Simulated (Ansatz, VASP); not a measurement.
One calculation of TiC, two programs

INCAR

```
SYSTEM = TiC
PREC = Accurate
ENCUT = 520
EDIFF = 1E-7
ISMEAR = -1
SIGMA = 0.03
LREAL = .FALSE.
LASPH = .TRUE.
NELM = 100
ALGO = Normal
ISIF = 2
LWAVE = .FALSE.
LCHARG = .TRUE.
GGA = PE
LELF = .TRUE.
LVHAR = .TRUE.
NBANDS = 15
```

The input KPOINTS:

```
Automatic mesh
0
G
  16 16 16
  0 0 0
```

POSCAR

```
TiC
1.0
    0.0649200000      2.1964600000      2.1964600000
    2.1964600000      0.0649200000      2.1964600000
    2.1964600000      2.1964600000      0.0649200000
Ti C
1 1
Direct
    0.0000000000      0.0000000000      0.0000000000
    0.5000000000      0.5000000000      0.5000000000
```

Input for Ansatz:

```yaml
crystal:
  lattice:
    - [0.06492, 2.19646, 2.19646]
    - [2.19646, 0.06492, 2.19646]
    - [2.19646, 2.19646, 0.06492]
  atoms:
    - { symbol: Ti, position: [0.0, 0.0, 0.0] }
    - { symbol: C, position: [0.5, 0.5, 0.5] }
kpoints:
  mp_grid: { grid: [16, 16, 16] }
  band_path:
    path:
      - [0.0, 0.0, 0.0]
      - [0.5, 0.5, 0.5]
      - [0.2428775097, 0.5, 0.7571224903]
      - [-0.2428775097, 0.2428775097, 0.5]
      - [0.0, 0.0, 0.5]
      - [0.0, 0.0, 0.0]
      - [-0.3714387548, 0.0, 0.3714387548]
      - [0.0, 0.3714387548, 0.6285612452]
      - [0.0, 0.5, 0.5]
    npoints: 5
scf:
  occupations: { method: fermi_dirac, width: 0.03 }
hamiltonian:
  xc: pbe
  pseudopotentials: { kind: all_electron, lapw: { basis_error: 0.001 } }
output:
  forces: true
  stress: true
  eigenvalues: true
```

Change from the starting cell: equal xy, yz and zx shear strains of +3 %.

Alike in both runs: task single point; functional PBE; k mesh 16 × 16 × 16; occupations fermi-dirac, width 0.03 eV; no spin polarisation.

```csv
,VASP,Ansatz
version,VASP 6.6.1,Ansatz 0.2.0
potentials or method,"VASP PAW PBE potentials, release 64 (Ti_sv, C), cutoff 520 eV","all-electron LAPW, scalar-relativistic"
```

VASP gave:

- pressure (GPa): 1.3
- traceless stress, the component that is largest in VASP (GPa): -5.23

Estimate Ansatz's values.

pressure (GPa): 1.0; traceless stress, the component that is largest in VASP (GPa): -5.25.

Ansatz ran all-electron here, and VASP with PAW potentials.
